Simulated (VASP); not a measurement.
# BN (F-43m) in VASP: G0W0 quasiparticle levels with PBE

Aim: the G0W0 quasiparticle levels of BN with PBE.

All numbers are computed with VASP 6.6.1; they aren't measurements. Logs are shortened: lines on timing, memory, paths and dates and some standing lists are left out, and cuts for length are marked.

### 1 The cell of the first run

The structure is cubic, space group F-43m (No. 216). Conventional cell: a = 3.610 Å, b = 3.610 Å, c = 3.610 Å, α = 90.00°, β = 90.00°, γ = 90.00°. Within 2.1 Å of B (site symmetry -43m) lie 4 N at 1.56 Å. Within 2.1 Å of N (site symmetry -43m) lie 4 B at 1.56 Å.

### 2 G0W0 quasiparticle levels, PBE

File POSCAR:

```
BN
1.0
    0.0000000000      1.8048245554      1.8048245554
    1.8048245554      0.0000000000      1.8048245554
    1.8048245554      1.8048245554      0.0000000000
B N
1 1
Direct
    0.0000000000      0.0000000000      0.0000000000
    0.2500000000      0.2500000000      0.2500000000
```

File INCAR.step1:

```
SYSTEM = BN
PREC = Accurate ; ENCUT = 500
EDIFF = 1E-8 ; ISMEAR = 0
SIGMA = 0.01 ; LREAL = .FALSE.
LASPH = .TRUE. ; NELM = 100
ALGO = Normal ; LWAVE = .TRUE.
LCHARG = .FALSE. ; GGA = PE
```

File INCAR.step2:

```
SYSTEM = BN
PREC = Accurate ; ENCUT = 500
EDIFF = 1E-8 ; ISMEAR = 0
SIGMA = 0.01 ; LREAL = .FALSE.
LASPH = .TRUE. ; NELM = 1
ALGO = Exact ; LWAVE = .TRUE.
LCHARG = .FALSE. ; GGA = PE
NBANDS = 39 ; LOPTICS = .TRUE.
ISTART = 1
```

File INCAR.step3:

```
SYSTEM = BN
PREC = Accurate ; ENCUT = 500
EDIFF = 1E-8 ; ISMEAR = 0
SIGMA = 0.01 ; LREAL = .FALSE.
LASPH = .TRUE. ; ALGO = EVGW0
LWAVE = .FALSE. ; LCHARG = .FALSE.
GGA = PE ; NELMGW = 1
NBANDS = 39 ; ENCUTGW = 120.0
NOMEGA = 96 ; PRECFOCK = Fast
ISTART = 1 ; NBANDSGW = 12
OMEGAMAX = 20
```

File KPOINTS:

```
regular mesh
0
G
  6 6 6
  0 0 0
```

Potentials or basis: VASP PAW PBE potentials, release 64 (B_GW, N_GW).

Launch:

```
> cat potpaw_PBE.64/B_GW/POTCAR potpaw_PBE.64/N_GW/POTCAR > POTCAR
> cp INCAR.step1 INCAR
> mpirun -np 1 vasp_std > vasp.out
> cp INCAR.step2 INCAR
> mpirun -np 1 vasp_std > vasp.out
> cp INCAR.step3 INCAR
> mpirun -np 1 vasp_std > vasp.out
```

OUTCAR:

```text
SYSTEM = BN
   PREC = Accurate
   ENCUT = 500
   EDIFF = 1E-8
   ISMEAR = 0
   LREAL = .FALSE.
   LASPH = .TRUE.
   GGA = PE
   NELMGW = 1
   ENCUTGW = 120.0
   PRECFOCK = Fast
   ISTART = 1

 ion  position               nearest neighbor table
   1  0.000  0.000  0.000-   2 1.56   2 1.56   2 1.56   2 1.56
   2  0.250  0.250  0.250-   1 1.56   1 1.56   1 1.56   1 1.56

  LATTYP: Found a face centered cubic cell.
 ALAT       =     3.6096491108

  Lattice vectors:

 A1 = (   0.0000000000,   1.8048245554,   1.8048245554)
 A2 = (   1.8048245554,   0.0000000000,   1.8048245554)
 A3 = (   1.8048245554,   1.8048245554,   0.0000000000)

Analysis of symmetry for initial positions (statically):
=====================================================================
 Subroutine PRICEL returns:
 Original cell was already a primitive cell.

 Routine SETGRP: Setting up the symmetry group for a
 face centered cubic supercell.

 Subroutine GETGRP returns: Found 24 space group operations
 (whereof 24 operations were pure point group operations)
 out of a pool of 48 trial point group operations.

The static configuration has the point symmetry T_d .

Analysis of symmetry for dynamics (positions and initial velocities):
=====================================================================
 Subroutine PRICEL returns:
 Original cell was already a primitive cell.

 Routine SETGRP: Setting up the symmetry group for a
 face centered cubic supercell.

 Subroutine GETGRP returns: Found 24 space group operations
 (whereof 24 operations were pure point group operations)
 out of a pool of 48 trial point group operations.

The dynamic configuration has the point symmetry T_d .

 Subroutine INISYM returns: Found 24 space group operations
 (whereof 24 operations are pure point group operations),
 and found     1 'primitive' translations

----------------------------------------------------------------------------------------

                                     Primitive cell

  volume of cell :      11.7580

  direct lattice vectors                    reciprocal lattice vectors
     0.000000000  1.804824555  1.804824555    -0.277035238  0.277035238  0.277035238
     1.804824555  0.000000000  1.804824555     0.277035238 -0.277035238  0.277035238
     1.804824555  1.804824555  0.000000000     0.277035238  0.277035238 -0.277035238

  length of vectors
     2.552407364  2.552407364  2.552407364     0.479839107  0.479839107  0.479839107

  position of ions in fractional coordinates (direct lattice)
     0.000000000  0.000000000  0.000000000
     0.250000000  0.250000000  0.250000000

  ion indices of the primitive-cell ions
   primitive index   ion index
                 1           1
                 2           2

----------------------------------------------------------------------------------------

 KPOINTS: regular mesh

Automatic generation of k-mesh.
 Grid dimensions read from file:
 generate k-points for:    6    6    6

 Generating k-lattice:

  Cartesian coordinates                     Fractional coordinates (reciprocal lattice)
    -0.046172540  0.046172540  0.046172540     0.166666667  0.000000000  0.000000000
     0.046172540 -0.046172540  0.046172540     0.000000000  0.166666667  0.000000000
     0.046172540  0.046172540 -0.046172540     0.000000000  0.000000000  0.166666667

  Length of vectors
     0.079973185  0.079973185  0.079973185

  Shift w.r.t. Gamma in fractional coordinates (k-lattice)
     0.000000000  0.000000000  0.000000000

 Subroutine IBZKPT returns following result:
 ===========================================

 Found     16 irreducible k-points:

 Following reciprocal coordinates:
            Coordinates               Weight
  0.000000  0.000000  0.000000      1.000000
  0.166667  0.000000  0.000000      8.000000
  0.333333  0.000000  0.000000      8.000000
  0.500000  0.000000  0.000000      4.000000
  0.166667  0.166667  0.000000      6.000000
  0.333333  0.166667  0.000000     24.000000
[... 8 lines left out ...]
 -0.333333  0.333333  0.166667     24.000000
 -0.333333  0.500000  0.166667     12.000000
   k-points           NKPTS =     16   k-points in BZ     NKDIM =    216   number of bands    NBANDS=     39
   number of dos      NEDOS =    301   number of ions     NIONS =      2
   total plane-waves  NPLWV =   8000
   dimension x,y,z NGX =    20 NGY =   20 NGZ =   20
   dimension x,y,z NGXF=    40 NGYF=   40 NGZF=   40
   ions per type =               1   1
   NGX,Y,Z   is equivalent  to a cutoff of  13.03, 13.03, 13.03 a.u.
   NGXF,Y,Z  is equivalent  to a cutoff of  26.05, 26.05, 26.05 a.u.
 SYSTEM =  BN
   PREC   = accura    normal or accurate (medium, high low for compatibility)
   ISTART =      1    job   : 0-new  1-cont  2-samecut
   ICHARG =      0    charge: 1-file 2-atom 10-const
   ISPIN  =      1    spin polarized calculation?
   LNONCOLLINEAR =      F non collinear calculations
   LSORBIT =      F    spin-orbit coupling
   LASPH  =      T    aspherical Exc in radial PAW
   ENCUT  =  500.0 eV  36.75 Ry    6.06 a.u.   4.65  4.65  4.65*2*pi/ulx,y,z
   NELM   =     60;   NELMIN=  2; NELMDL=  0     # of ELM steps
   EDIFF  = 0.1E-07   stopping-criterion for ELM
   LREAL  =      F    real-space projection
   EDIFFG = 0.1E-06   stopping-criterion for IOM
   NSW    =      0    number of steps for IOM
   IBRION =     -1    ionic relax: 0-MD 1-quasi-New 2-CG
   NFREE  =      0    steps in history (QN), initial steepest desc. (CG)
   ISIF   =      0    stress and relaxation
   ISYM   =      3    0-nonsym 1-usesym 2-fastsym
   POTIM  = 0.5000    time-step for ionic-motion
   TEBEG  =    0.0;   TEEND  =   0.0 temperature during run
   PSTRESS=    0.0 pullay stress
   NELECT =       8.0000    total number of electrons
   NUPDOWN=      -1.0000    fix difference up-down
   EMIN   =  10.00;   EMAX   =-10.00  energy-range for DOS
   EFERMI =   0.00;   METHOD = LEGACY
   ISMEAR =     0;   SIGMA  =   0.01  broadening in eV -4-tet -1-fermi 0-gaus
   EFERMI_NEDOS =   21; number of points for ismear=-14 and -15
   IALGO  =     38    algorithm
   IMIX   =      4    mixing-type and parameters
     AMIX     =   0.40;   BMIX     =  1.00
     AMIX_MAG =   1.60;   BMIX_MAG =  1.00
  volume/ion in A,a.u.               =       5.88        39.67
  Fermi-wavevector in a.u.,A,eV,Ry     =   1.439881  2.720980 28.208365  2.073256
  Thomas-Fermi vector in A             =   2.558687
   LORBIT       =      0    0 simple, 1 ext, 2 COOP (PROOUT), +10 PAW based schemes
   GGA     = PE    functional components
   LHFCALC =     T    Hartree Fock is set to
   PRECFOCK=fast      Normal, Fast or Accurate (Low or Medium for compatibility)
   ENCUT4O =  -1.0   cutoff for four orbital integrals eV
   NKREDX  =     1    reduce k-point grid by
   NKREDY  =     1    reduce k-point grid by
   NKREDZ  =     1    reduce k-point grid by
   AEXX    =    1.0000 exact exchange contribution
   HFSCREEN=    0.0000 screening length (either q_TF or 0.3 A-1)
   HFSCREENC=   0.0000 screening length for correlation (either q_TF or 0.3 A-1)
   ENCUTFOCK=  -1.0 apply spherical cutoff to Coloumb kernel
   IVDW    =     0    specifies the selected vdW correction
   LEPSILON=     F    determine dielectric tensor
   LRPA    =     F    only Hartree local field effects (RPA)
   LRPAFORCE           =     F    calculate RPA forces
   ENCUTGW             = 120.0    cutoff for response function in eV
   ENCUTGWSOFT         =  96.0    soft cutoff for Coulomb kernel in GW response function in eV
   ENCUTLF             =  -1.0    cutoff for local field effects
   NELMGW              =     1    number of iterations in solving QP/BSE equation
   NELMHF              =     1    number of iterations in the inner HF iteration
   NKREDLFX            =     1    NKREDLFY  =   1   NKREDLFZ  =   1
 non-spin polarized calculation
 Gauss-broadening in eV      SIGMA  =   0.01
  energy-cutoff  :      500.00
  volume of cell :       11.76
 maximum number of plane-waves:       310
 NGX is ok and might be reduce to    20
  NGX = 12; NGY = 12; NGZ = 12
   NGX =  9   NGY =  9   NGZ =  9
 maximum number of plane-waves:        40
 NGX is ok and might be reduce to    10

 QP shifts <psi_nk| G(iteration)W_0 |psi_nk>: iteration 1
 for sc-GW calculations column KS-energies equals QP-energies in previous step
 and V_xc(KS)=  KS-energies - (<T + V_ion + V_H > + <T+V_H+V_ion>^1  + <V_x>^1)

 k-point   1 :       0.0000    0.0000    0.0000
  band No.  KS-energies  QP-energies   sigma(KS)   V_xc(KS)     V^pw_x(r,r')   Z            occupation Imag(sigma)

      1     -12.7664     -14.5734     -17.7974     -15.4971     -26.5176       0.7855       2.0000       1.3249
      2       7.5171       6.9440     -18.9911     -18.2998     -21.9092       0.8289       2.0000       0.0299
      3       7.5171       6.9440     -18.9911     -18.2998     -21.9092       0.8289       2.0000       0.0299
      4       7.5171       6.9440     -18.9911     -18.2998     -21.9092       0.8289       2.0000       0.0299
      5      16.3586      17.8331     -12.0415     -13.8009      -7.0177       0.8381       0.0000      -0.0431
      6      16.3586      17.8331     -12.0415     -13.8009      -7.0177       0.8381       0.0000      -0.0431
      7      16.3586      17.8331     -12.0415     -13.8009      -7.0177       0.8381       0.0000      -0.0431
      8      17.9365      19.2602     -13.8345     -15.4444      -8.3820       0.8222       0.0000      -0.0538
      9      32.3460      32.8957     -10.7608     -11.4569      -3.3124       0.7898       0.0000      -0.4569
     10      35.3495      36.7248     -11.6908     -13.3424      -5.4646       0.8327       0.0000      -0.4781
     11      35.3495      36.7248     -11.6908     -13.3424      -5.4646       0.8327       0.0000      -0.4781
     12      35.9536      36.5128     -10.4214     -11.1067      -3.0540       0.8159       0.0000      -0.8497

 k-point   2 :       0.1667    0.0000    0.0000
  band No.  KS-energies  QP-energies   sigma(KS)   V_xc(KS)     V^pw_x(r,r')   Z            occupation Imag(sigma)
[... 225 lines left out ...]
      1      -6.9250      -8.2353     -19.2394     -17.4809     -26.9063       0.7451       2.0000       0.4938
      2      -0.7040      -2.1791     -17.3495     -15.4654     -22.1106       0.7830       2.0000       0.0766
      3       1.2943       0.0473     -17.3705     -15.8126     -21.4612       0.8004       2.0000       0.0532
      4       1.3344       0.1409     -16.8185     -15.3355     -20.6535       0.8048       2.0000       0.0499
      5      15.3084      16.4367     -12.5583     -13.9037      -7.8517       0.8386       0.0000      -0.0413
      6      19.5701      20.8362     -12.0374     -13.5608      -6.6699       0.8311       0.0000      -0.0481
      7      22.6632      24.3895     -13.0353     -15.2165      -6.4472       0.7915       0.0000      -0.0906
      8      24.3752      26.2124     -13.2775     -15.6215      -6.4999       0.7838       0.0000      -0.1082
      9      27.1737      28.9470     -13.9531     -16.2398      -6.8276       0.7755       0.0000      -0.1812
     10      33.4908      35.0550     -11.9411     -13.9142      -4.2245       0.7928       0.0000      -0.6104
     11      37.7927      38.9305     -11.4970     -12.8791      -4.1988       0.8233       0.0000      -0.8683
     12      40.9415      42.3100     -11.2832     -12.9550      -3.8572       0.8186       0.0000      -0.9642
```

Run time: 43 s. Hardware: 1 thread of AMD EPYC 9R45 (Zen 5), shared host; peak memory 0.16 GiB.

What came out:

```
Quasiparticle gap                                   : 5.83 eV
Least direct quasiparticle gap                      : 10.89 eV
Band gap of the starting levels on the mesh         : 4.47 eV
Least direct gap of the starting levels on the mesh : 8.84 eV
```

Caveat: the k points lie up to 0.50 Å⁻¹ apart; bands, screening cutoff and mesh are small and nothing is extrapolated, so the quasiparticle values aren't converged.
